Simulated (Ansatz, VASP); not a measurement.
AlCo3: VASP beside Ansatz

Contents of INCAR:

```
ALGO = Normal
EDIFF = 1E-7
ENCUT = 520
GGA = CA
ISIF = 2
ISMEAR = 1
ISPIN = 2
LASPH = T
LCHARG = F
LMAXMIX = 4
LORBIT = 11
LREAL = F
LWAVE = F
MAGMOM = 0 2.5 2.5 2.5
NBANDS = 27
NELM = 150
PREC = Accurate
SIGMA = 0.15
```

Contents of KPOINTS:

```
k-points
0
Gamma
  7 7 7
```

Contents of POSCAR:

```
AlCo3
1.0
    3.6219942107      0.0000000000      0.0000000000
    0.0000000000      3.6219942107      0.0000000000
    0.0000000000      0.0000000000      3.6219942107
Al Co
1 3
Direct
    0.0000000000      0.0000000000      0.0000000000
    0.5000000000      0.5000000000      0.0000000000
    0.5000000000      0.0000000000      0.5000000000
    0.0000000000      0.5000000000      0.5000000000
```

Input for Ansatz:

```yaml
crystal:
  lattice:
    - [3.6219942106869425, 0.0, 0.0]
    - [0.0, 3.6219942106869425, 0.0]
    - [0.0, 0.0, 3.6219942106869425]
  atoms:
    - { symbol: Al, position: [0.0, 0.0, 0.0] }
    - { symbol: Co, position: [0.5, 0.5, 0.0], spin: 2.5 }
    - { symbol: Co, position: [0.5, 0.0, 0.5], spin: 2.5 }
    - { symbol: Co, position: [0.0, 0.5, 0.5], spin: 2.5 }
basis:
  ecutwfc: 489.804952427784
  ecutrho_ratio: 4
kpoints:
  mp_grid:
    grid: [7, 7, 7]
hamiltonian:
  xc: lda
magnetization:
  spin_polarized: true
scf:
  max_iter: 60
  lower_state_search: standard
  occupations:
    method: cold
    width: 0.15
```

Alike in both runs: task single point; functional LDA; k mesh 7 × 7 × 7; collinear spin.

```csv
,VASP,Ansatz
version,VASP 6.6.1,Ansatz 0.2.0
potentials or method,"VASP PAW LDA potentials, release 64 (Al, Co), cutoff 520 eV","plane waves, PAW"
occupations,"methfessel-paxton of order 1, width 0.15 eV","cold, width 0.15 eV"
valence electrons in the cell,30,54
```

Ansatz gave:

| Property | Result |
| --- | --- |
| net moment per atom (μB) | 0.99 |
| size of the moment on the site where the two differ most (μB) | 1.36 |

What did VASP give for the same quantities?

net moment per atom (μB): 0.97; size of the moment on the site where the two differ most (μB): 1.31.

LDA's correlation is that of Perdew and Zunger in VASP and of Perdew and Wang (1992) in Ansatz. Site moments also hang on the region over which each program counts them. VASP's potentials hold 30 valence electrons a cell and Ansatz's 54, so a difference there can come from the potentials and not from the codes. Ansatz's warnings: stability check not made.
